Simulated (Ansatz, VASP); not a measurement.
## One calculation of Sb, two programs

Contents of INCAR:

```
SYSTEM = Sb
ALGO = Normal
EDIFF = 1E-7
ENCUT = 520
GGA = PE
ISIF = 2
ISMEAR = 0
LASPH = .True.
LCHARG = .False.
LREAL = .False.
LWAVE = .False.
NBANDS = 30
NELM = 80
PREC = Accurate
SIGMA = 0.1
```

KPOINTS

```
k-points
0
Gamma
  4 4 4
  0 0 0
```

Contents of POSCAR:

```
Sb
1.0
    6.2356387728      0.0000000000      0.0000000000
    0.0000000000      6.2356387728      0.0000000000
    0.0000000000      0.0000000000      6.2356387728
Sb
8
Direct
    0.5000000000      0.5000000000      0.5000000000
    0.0000000000      0.0000000000      0.0000000000
    0.2500000000      0.0000000000      0.5000000000
    0.5000000000      0.2500000000      0.0000000000
    0.5000000000      0.7500000000      0.0000000000
    0.7500000000      0.0000000000      0.5000000000
    0.0000000000      0.5000000000      0.7500000000
    0.0000000000      0.5000000000      0.2500000000
```

Input for Ansatz:

```yaml
crystal:
  lattice:
    - [6.2356387728, 0.0, 0.0]
    - [0.0, 6.2356387728, 0.0]
    - [0.0, 0.0, 6.2356387728]
  atoms:
    - { symbol: Sb, position: [0.5, 0.5, 0.5] }
    - { symbol: Sb, position: [0.0, 0.0, 0.0] }
    - { symbol: Sb, position: [0.25, 0.0, 0.5] }
    - { symbol: Sb, position: [0.5, 0.25, 0.0] }
    - { symbol: Sb, position: [0.5, 0.75, 0.0] }
    - { symbol: Sb, position: [0.75, 0.0, 0.5] }
    - { symbol: Sb, position: [0.0, 0.5, 0.75] }
    - { symbol: Sb, position: [0.0, 0.5, 0.25] }
basis:
  ecutwfc: 420
kpoints:
  mp_grid: { grid: [4, 4, 4] }
hamiltonian:
  xc: pbe
scf:
  occupations: { method: gaussian, width: 0.1 }
  lower_state_search: "off"
output:
  forces: true
  stress: true
  eigenvalues: true
```

Alike in both runs: task single point; functional PBE; k mesh 4 × 4 × 4; occupations gaussian, width 0.1 eV; no spin polarisation.

```csv
,VASP,Ansatz
version,VASP 6.6.1,Ansatz 0.2.0
potentials or method,"VASP PAW PBE potentials, release 64 (Sb), cutoff 520 eV","scalar-relativistic, plane waves, PAW"
valence electrons in the cell,40,120
```

|  | VASP | Ansatz | Ansatz less VASP |
| --- | --- | --- | --- |
| gap on the k mesh at the Fermi level (eV) | none | none | - |
| pressure (GPa) | -3.7 | -3.6 | +0.11 |

A gap of «none» marks a metal or a gap that the smearing closes. VASP's potentials hold 40 valence electrons a cell and Ansatz's 120, so a difference there can come from the potentials and not from the codes.

Neither program's run includes spin-orbit coupling.
